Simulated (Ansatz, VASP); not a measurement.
# Two plane-wave programs on V

Contents of POSCAR:

```
V
1.0
    2.5988217757      0.0000000000      0.0000000000
   -1.2994108878      2.2506456776      0.0000000000
    0.0000000000      0.0000000000      4.6617469748
V
2
Direct
    0.3333333333      0.6666666667      0.2500000000
    0.6666666667      0.3333333333      0.7500000000
```

The input INCAR.step1:

```
PREC = Accurate
ENCUT = 520
ISMEAR = -1
SIGMA = 0.05
LREAL = False
LASPH = True
NELM = 150
ISPIN = 2
MAGMOM = 1 1
LMAXMIX = 4
NBANDS = 24
GGA = PE
ALGO = Normal
EDIFF = 1E-4
LWAVE = True
LCHARG = False
```

File INCAR.step2:

```
PREC = Accurate
ENCUT = 520
EDIFF = 1E-7
ISMEAR = -1
SIGMA = 0.05
LREAL = False
LASPH = True
NELM = 150
ALGO = Normal
ISIF = 2
LWAVE = False
LCHARG = False
ISPIN = 2
MAGMOM = 1 1
LORBIT = 11
LMAXMIX = 4
METAGGA = R2SCAN
LMIXTAU = True
NBANDS = 24
ISTART = 1
```

The input KPOINTS:

```
regular mesh
0
Gamma
  23 23 11
```

Input for Ansatz:

```yaml
crystal:
  lattice:
    - [2.5988217706, 0.0, 0.0]
    - [-1.2994108853, 2.2506456732, 0.0]
    - [0.0, 0.0, 4.6617470022]
  atoms:
    - { symbol: V, position: [0.3333333333, 0.6666666667, 0.25], spin: 1.0 }
    - { symbol: V, position: [0.6666666667, 0.3333333333, 0.75], spin: 1.0 }
hamiltonian:
  xc: r2scan
  pseudopotentials:
    kind: paw
    azcp:
      V: "pseudopotentials/V.paw.azcp"
basis:
  ecutwfc: 500
  fft_grid_basis: typed
kpoints:
  mp_grid: { grid: [23, 23, 11], shift: [0, 0, 0] }
magnetization:
  spin_polarized: true
scf:
  occupations: { method: fermi_dirac, width: 0.05 }
```

Alike in both runs: task single point; functional r2SCAN; k mesh 23 × 23 × 11; occupations fermi-dirac, width 0.05 eV; collinear spin.

```csv
,VASP,Ansatz
version,VASP 6.6.1,Ansatz 0.2.0
potentials or method,"VASP PAW PBE potentials, release 64 (V_sv), cutoff 520 eV","plane waves (500 eV) with PAW, scalar-relativistic"
valence electrons in the cell,26,26
```

```csv
,VASP,Ansatz,Ansatz less VASP
net moment per atom (μB),0.00,0.00,0.000
```

VASP's potentials were made for PBE, not for r2SCAN. The functional is the same, so the differences come from potentials, cutoffs and numerics. Ansatz's warnings: seeded moment not kept, stability check not made.
